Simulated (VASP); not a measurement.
# BaTiO3 (Pm-3m) in VASP: a series of runs, part 2 of 2

VASP 6.6.1. Earlier steps stand in the parts before.

**3. Relaxation of cell and atoms, r2SCAN+rVV10**

POSCAR reads:

```
BaTiO3
1.0
    3.9698010395      0.0000000000      0.0000000000
    0.0000000000      3.9698010395      0.0000000000
    0.0000000000      0.0000000000      3.9698010395
Ba Ti O
1 1 3
Direct
    0.0000000000      0.0000000000      0.0000000000
    0.5000000000      0.5000000000      0.5000000000
    0.5000000000      0.5000000000      0.0000000000
    0.5000000000      0.0000000000      0.5000000000
    0.0000000000      0.5000000000      0.5000000000
```

INCAR.step1 reads:

```
ALGO     = Normal         # electronic algorithm
EDIFF    = 1E-5           # SCF threshold, eV
EDIFFG   = -0.005         # ionic threshold
ENCUT    = 660            # plane-wave cutoff, eV
GGA      = PE             # functional
GGA_COMPAT= False        
IBRION   = 2              # ionic algorithm
ISIF     = 3              # what is computed and relaxed
ISMEAR   = -1             # smearing method
LASPH    = True           # aspherical terms in the spheres
LCHARG   = False          # write CHGCAR
LREAL    = False          # projectors in reciprocal space
LWAVE    = True           # write WAVECAR
NELM     = 120            # most SCF steps
NELMIN   = 4            
NSW      = 100            # ionic steps
PREC     = Accurate       # precision mode
SIGMA    = 0.03           # smearing width, eV
```

INCAR.step2 reads:

```
ALGO     = Normal         # electronic algorithm
BPARAM   = 11.95        
CPARAM   = 0.0093       
EDIFF    = 1E-7           # SCF threshold, eV
EDIFFG   = -0.01          # ionic threshold
ENCUT    = 660            # plane-wave cutoff, eV
GGA_COMPAT= False        
IBRION   = 2              # ionic algorithm
ISIF     = 3              # what is computed and relaxed
ISMEAR   = -1             # smearing method
ISTART   = 1            
IVDW_NL  = 2            
LASPH    = True           # aspherical terms in the spheres
LCHARG   = False          # write CHGCAR
LMIXTAU  = True         
LREAL    = False          # projectors in reciprocal space
LUSE_VDW = True         
LWAVE    = False          # write WAVECAR
METAGGA  = R2SCAN         # meta-GGA
NELM     = 120            # most SCF steps
NELMIN   = 4            
NSW      = 100            # ionic steps
PREC     = Accurate       # precision mode
SIGMA    = 0.03           # smearing width, eV
```

KPOINTS reads:

```
k-points
0
Gamma
  6 6 6
```

Potentials or basis: VASP PAW PBE potentials, release 64 (Ba_sv, Ti_sv, O).

The run is started by

```bash
$ cat potpaw_PBE.64/Ba_sv/POTCAR potpaw_PBE.64/Ti_sv/POTCAR potpaw_PBE.64/O/POTCAR > POTCAR
$ cp INCAR.step1 INCAR
$ mpirun -np 1 vasp_std > vasp.out
$ cp INCAR.step2 INCAR
$ mpirun -np 1 vasp_std > vasp.out
```

OUTCAR:

```text
BPARAM = 11.95
   EDIFF = 1E-7
   EDIFFG = -0.01
   ENCUT = 660
   IBRION = 2
   ISIF = 3
   ISMEAR = -1
   ISTART = 1
   IVDW_NL = 2
   LASPH = True
   LREAL = False
   METAGGA = R2SCAN
   NELM = 120
   NELMIN = 4
   NSW = 100
   PREC = Accurate

 ion  position               nearest neighbor table
   1  0.000  0.000  0.000-   3 2.81   4 2.81   5 2.81   4 2.81   5 2.81   3 2.81   5 2.81   5 2.81
                             3 2.81   4 2.81   4 2.81   3 2.81   2 3.44   2 3.44   2 3.44   2 3.44
   2  0.500  0.500  0.500-   3 1.98   4 1.98   5 1.98   3 1.98   4 1.98   5 1.98   1 3.44   1 3.44
                             1 3.44   1 3.44   1 3.44   1 3.44   1 3.44   1 3.44
   3  0.500  0.500  0.000-   2 1.98   2 1.98   1 2.81   1 2.81   1 2.81   1 2.81
   4  0.500  0.000  0.500-   2 1.98   2 1.98   1 2.81   1 2.81   1 2.81   1 2.81
   5  0.000  0.500  0.500-   2 1.98   2 1.98   1 2.81   1 2.81   1 2.81   1 2.81

  LATTYP: Found a simple cubic cell.
 ALAT       =     3.9698010395

  Lattice vectors:

 A1 = (   3.9698010395,   0.0000000000,   0.0000000000)
 A2 = (   0.0000000000,   3.9698010395,   0.0000000000)
 A3 = (   0.0000000000,   0.0000000000,   3.9698010395)

Analysis of symmetry for initial positions (statically):
=====================================================================
 Subroutine PRICEL returns:
 Original cell was already a primitive cell.

 Routine SETGRP: Setting up the symmetry group for a
 simple cubic supercell.

 Subroutine GETGRP returns: Found 48 space group operations
 (whereof 48 operations were pure point group operations)
 out of a pool of 48 trial point group operations.

The static configuration has the point symmetry O_h .

Analysis of symmetry for dynamics (positions and initial velocities):
=====================================================================
 Subroutine PRICEL returns:
 Original cell was already a primitive cell.

 Routine SETGRP: Setting up the symmetry group for a
 simple cubic supercell.

 Subroutine GETGRP returns: Found 48 space group operations
 (whereof 48 operations were pure point group operations)
 out of a pool of 48 trial point group operations.

The dynamic configuration has the point symmetry O_h .

 Subroutine INISYM returns: Found 48 space group operations
 (whereof 48 operations are pure point group operations),
 and found     1 'primitive' translations

----------------------------------------------------------------------------------------

                                     Primitive cell

  volume of cell :      62.5614

  direct lattice vectors                    reciprocal lattice vectors
     3.969801040  0.000000000  0.000000000     0.251901793  0.000000000  0.000000000
     0.000000000  3.969801040  0.000000000     0.000000000  0.251901793  0.000000000
     0.000000000  0.000000000  3.969801040     0.000000000  0.000000000  0.251901793

  length of vectors
     3.969801040  3.969801040  3.969801040     0.251901793  0.251901793  0.251901793

  position of ions in fractional coordinates (direct lattice)
     0.000000000  0.000000000  0.000000000
     0.500000000  0.500000000  0.500000000
     0.500000000  0.500000000  0.000000000
     0.500000000  0.000000000  0.500000000
     0.000000000  0.500000000  0.500000000

  ion indices of the primitive-cell ions
   primitive index   ion index
                 1           1
                 2           2
                 3           3
                 4           4
                 5           5

----------------------------------------------------------------------------------------

 KPOINTS: k-points

Automatic generation of k-mesh.
 Grid dimensions read from file:
 generate k-points for:    6    6    6

 Generating k-lattice:

  Cartesian coordinates                     Fractional coordinates (reciprocal lattice)
     0.041983632  0.000000000  0.000000000     0.166666667  0.000000000  0.000000000
     0.000000000  0.041983632  0.000000000     0.000000000  0.166666667  0.000000000
     0.000000000  0.000000000  0.041983632     0.000000000  0.000000000  0.166666667

  Length of vectors
     0.041983632  0.041983632  0.041983632

  Shift w.r.t. Gamma in fractional coordinates (k-lattice)
     0.000000000  0.000000000  0.000000000

 Subroutine IBZKPT returns following result:
 ===========================================

 Found     20 irreducible k-points:

 Following reciprocal coordinates:
            Coordinates               Weight
  0.000000  0.000000  0.000000      1.000000
  0.166667  0.000000  0.000000      6.000000
  0.333333  0.000000  0.000000      6.000000
  0.500000  0.000000  0.000000      3.000000
  0.166667  0.166667  0.000000     12.000000
  0.333333  0.166667  0.000000     24.000000
[... 12 lines left out ...]
  0.500000  0.500000  0.333333      6.000000
  0.500000  0.500000  0.500000      1.000000
   k-points           NKPTS =     20   k-points in BZ     NKDIM =     20   number of bands    NBANDS=     24
   number of dos      NEDOS =    301   number of ions     NIONS =      5
   total plane-waves  NPLWV =  46656
   dimension x,y,z NGX =    36 NGY =   36 NGZ =   36
   dimension x,y,z NGXF=    72 NGYF=   72 NGZF=   72
   ions per type =               1   1   3
   NGX,Y,Z   is equivalent  to a cutoff of  15.08, 15.08, 15.08 a.u.
   NGXF,Y,Z  is equivalent  to a cutoff of  30.15, 30.15, 30.15 a.u.
 SYSTEM =  unknown system
   PREC   = accura    normal or accurate (medium, high low for compatibility)
   ISTART =      1    job   : 0-new  1-cont  2-samecut
   ICHARG =      0    charge: 1-file 2-atom 10-const
   ISPIN  =      1    spin polarized calculation?
   LNONCOLLINEAR =      F non collinear calculations
   LSORBIT =      F    spin-orbit coupling
   LASPH  =      T    aspherical Exc in radial PAW
   ENCUT  =  660.0 eV  48.51 Ry    6.96 a.u.   8.32  8.32  8.32*2*pi/ulx,y,z
   NELM   =    120;   NELMIN=  4; NELMDL=  0     # of ELM steps
   EDIFF  = 0.1E-06   stopping-criterion for ELM
   LREAL  =      F    real-space projection
   EDIFFG = -.1E-01   stopping-criterion for IOM
   NSW    =    100    number of steps for IOM
   IBRION =      2    ionic relax: 0-MD 1-quasi-New 2-CG
   NFREE  =      1    steps in history (QN), initial steepest desc. (CG)
   ISIF   =      3    stress and relaxation
   ISYM   =      2    0-nonsym 1-usesym 2-fastsym
   POTIM  = 0.5000    time-step for ionic-motion
   TEBEG  =    0.0;   TEEND  =   0.0 temperature during run
   PSTRESS=    0.0 pullay stress
   NELECT =      40.0000    total number of electrons
   NUPDOWN=      -1.0000    fix difference up-down
   EMIN   =  10.00;   EMAX   =-10.00  energy-range for DOS
   EFERMI =   0.00;   METHOD = LEGACY
   ISMEAR =    -1;   SIGMA  =   0.03  broadening in eV -4-tet -1-fermi 0-gaus
   EFERMI_NEDOS =   21; number of points for ismear=-14 and -15
   IALGO  =     38    algorithm
   IMIX   =      4    mixing-type and parameters
     AMIX     =   0.40;   BMIX     =  1.00
     AMIX_MAG =   1.60;   BMIX_MAG =  1.00
  volume/ion in A,a.u.               =      12.51        84.44
  Fermi-wavevector in a.u.,A,eV,Ry     =   1.410347  2.665170 27.063072  1.989080
  Thomas-Fermi vector in A             =   2.532310
   LORBIT       =      0    0 simple, 1 ext, 2 COOP (PROOUT), +10 PAW based schemes
   METAGGA = R2SCAN    functional components
   LHFCALC =     F    Hartree Fock is set to
   AEXX    =    0.0000 exact exchange contribution
   IVDW_NL    =     2    kernel type
   BPARAM     =11.9500
   IVDW    =     0    specifies the selected vdW correction
   LEPSILON=     F    determine dielectric tensor
   LRPA    =     F    only Hartree local field effects (RPA)
 conjugate gradient relaxation of ions
 non-spin polarized calculation
  energy-cutoff  :      660.00
  volume of cell :       62.56
 maximum number of plane-waves:      2469
 NGX is ok and might be reduce to    36
   NGX = 17   NGY = 17   NGZ = 17

--------------------------------------- Ionic step        1  -------------------------------------------

 number of electron      40.0000002 magnetization

 Free energy of the ion-electron system (eV)
  ---------------------------------------------------
  ext. energy  EPLUGINS =         0.00000000
  ---------------------------------------------------
  free energy    TOTEN  =       -73.32286484 eV

  energy without entropy =      -73.32286484  energy(sigma->0) =      -73.32286484

------------------------ aborting loop because EDIFF is reached ----------------------------------------

  FORCE on cell =-STRESS in cart. coord.  units (eV):
  Direction    XX          YY          ZZ          XY          YZ          ZX
  --------------------------------------------------------------------------------------
  -------------------------------------------------------------------------------------
  Total        1.5665788      1.5665788      1.5665788      0.0000000     -0.0000000      0.0000000
  in kB       40.1196007     40.1196007     40.1196007      0.0000000     -0.0000000      0.0000000
  external PRESSURE =      40.1196007 kB  Pullay stress =       0.0000000 kB
[... 63 lines left out ...]
  energy  without entropy=      -73.3177019783  energy(sigma->0) =      -73.31770198

--------------------------------------- Ionic step        3  -------------------------------------------

 number of electron      39.9999999 magnetization

 Free energy of the ion-electron system (eV)
  ---------------------------------------------------
  ext. energy  EPLUGINS =         0.00000000
  ---------------------------------------------------
  free energy    TOTEN  =       -73.33895257 eV

  energy without entropy =      -73.33895257  energy(sigma->0) =      -73.33895257

 E-fermi :   4.3192     XC(G=0): -11.9900

 val. band max:        3.5465920485   @ k =   0.5000   0.5000   0.5000
 cond. band min:       5.6849745719   @ k =   0.0000   0.0000   0.0000
 fundamental gap:      2.1383825234
 Fermi energy:         4.3191685870

 k-point     1 :       0.0000    0.0000    0.0000
  band No.  band energies     occupation
      1     -55.3011      2.00000
      2     -30.4642      2.00000
      3     -30.4642      2.00000
      4     -30.4642      2.00000
      5     -21.8889      2.00000
      6     -14.3220      2.00000
[... 561 lines left out ...]
  FREE ENERGIE OF THE ION-ELECTRON SYSTEM (eV)
  ---------------------------------------------------
  free  energy   TOTEN  =       -73.3389525666 eV

  energy  without entropy=      -73.3389525666  energy(sigma->0) =      -73.33895257

 reached required accuracy - stopping structural energy minimisation
```

Run time: 17 min. Hardware: 1 thread of Oxide Virtual Turin-like, shared host; peak memory 0.39 GiB.

What came out:

* Free energy: -73.3390 eV
* Relaxed volume: 12.78 Å³/atom
* Relaxed cell: a = 3.997 Å, b = 3.997 Å, c = 3.997 Å, α = 90.00°, β = 90.00°, γ = 90.00°
* Space group after relaxing (to 0.1 Å): Pm-3m (No. 221)
* Energy gained by relaxing: 3.2 meV/atom
* Ionic steps: 3
* Pressure after relaxing: 0.0 GPa
* Band gap on the k mesh: 2.14 eV (least direct gap 2.29 eV)

Step by step:
```tsv
step	energy change (eV)	largest force (eV/Å)	pressure (GPa)	volume (Å³)
1	0.0000	0.0000	4.01	62.56
2	0.0052	0.0000	-4.23	65.44
3	-0.0161	0.0000	-0.01	63.88
```

Final structure:
```cif
data_structure
_symmetry_space_group_name_H-M 'P 1'
_symmetry_Int_Tables_number 1
_cell_length_a 3.9974
_cell_length_b 3.9974
_cell_length_c 3.9974
_cell_angle_alpha 90.000
_cell_angle_beta 90.000
_cell_angle_gamma 90.000
_cell_volume 63.88
loop_
_atom_site_label
_atom_site_type_symbol
_atom_site_fract_x
_atom_site_fract_y
_atom_site_fract_z
_atom_site_occupancy
Ba1 Ba 0.00000 0.00000 0.00000 1
Ti1 Ti 0.50000 0.50000 0.50000 1
O1 O 0.50000 0.50000 0.00000 1
O2 O 0.50000 0.00000 0.50000 1
O3 O 0.00000 0.50000 0.50000 1
```

Caveat: the PAW data sets were made with another functional, which shifts forces and pressure a little; spin-orbit coupling is left out, which moves the levels of the heavy elements. A k mesh can miss the band edges.
